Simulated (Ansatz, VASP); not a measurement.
Sb: VASP beside Ansatz

The input INCAR:

```
ALGO     = Normal         # electronic algorithm
EDIFF    = 1E-7           # SCF threshold, eV
ENCUT    = 520            # plane-wave cutoff, eV
GGA      = PS             # functional
ISIF     = 2              # what is computed and relaxed
ISMEAR   = -1             # smearing method
LASPH    = True           # aspherical terms in the spheres
LCHARG   = True           # write CHGCAR
LELF     = True           # ELF
LREAL    = False          # projectors in reciprocal space
LVHAR    = True         
LWAVE    = False          # write WAVECAR
NBANDS   = 12             # bands
NELM     = 60             # most SCF steps
PREC     = Accurate       # precision mode
SIGMA    = 0.1            # smearing width, eV
```

KPOINTS

```
k-points
0
Gamma
  13 13 7
```

POSCAR

```
Sb
1.0
    3.4024476881      0.0000000000      0.0000000000
   -1.7012238441      2.9466061329      0.0000000000
    0.0000000000      0.0000000000      5.2117419701
Sb
2
Direct
    0.3333333333      0.6666666667      0.2500000000
    0.6666666667      0.3333333333      0.7500000000
```

Input for Ansatz:

```yaml
crystal:
  lattice:
    - [3.4024476881, 0.0, 0.0]
    - [-1.7012238441, 2.9466061329, 0.0]
    - [0.0, 0.0, 5.2117419701]
  atoms:
    - { symbol: Sb, position: [0.3333333333, 0.6666666667, 0.25] }
    - { symbol: Sb, position: [0.6666666667, 0.3333333333, 0.75] }
kpoints:
  mp_grid: { grid: [13, 13, 7] }
  band_path:
    path:
      - [0.0, 0.0, 0.0]
      - [0.5, 0.0, 0.0]
      - [0.3333333333, 0.3333333333, 0.0]
      - [0.0, 0.0, 0.0]
      - [0.0, 0.0, 0.5]
      - [0.5, 0.0, 0.5]
      - [0.3333333333, 0.3333333333, 0.5]
      - [0.0, 0.0, 0.5]
      - [0.5, 0.0, 0.5]
    npoints: 8
scf:
  occupations: { method: fermi_dirac, width: 0.1 }
hamiltonian:
  xc: pbesol
  pseudopotentials: { kind: paw }
output:
  forces: true
  stress: true
  eigenvalues: true
  populations: true
  dos: { projected: true, de: 0.2, e_range: [-14, 8] }
```

Change from the starting cell: volume scaled by 1, PAW files.

Alike in both runs: task single point; functional PBEsol; k mesh 13 × 13 × 7; occupations fermi-dirac, width 0.1 eV; no spin polarisation.

```csv
,VASP,Ansatz
version,VASP 6.6.1,Ansatz 0.2.0
potentials or method,"VASP PAW PBE potentials, release 64 (Sb)","PAW with Ansatz's default frozen-core files, scalar-relativistic"
plane-wave cutoff (eV),520,420
valence electrons in the cell,10,30
```

```csv
,VASP,Ansatz,Ansatz less VASP
pressure (GPa),0.0,0.0,+0.01
```

VASP's potentials were made for PBE, not for PBEsol. VASP's potentials hold 10 valence electrons a cell and Ansatz's 30, so a difference there can come from the potentials and not from the codes.

Spin-orbit coupling is off throughout.
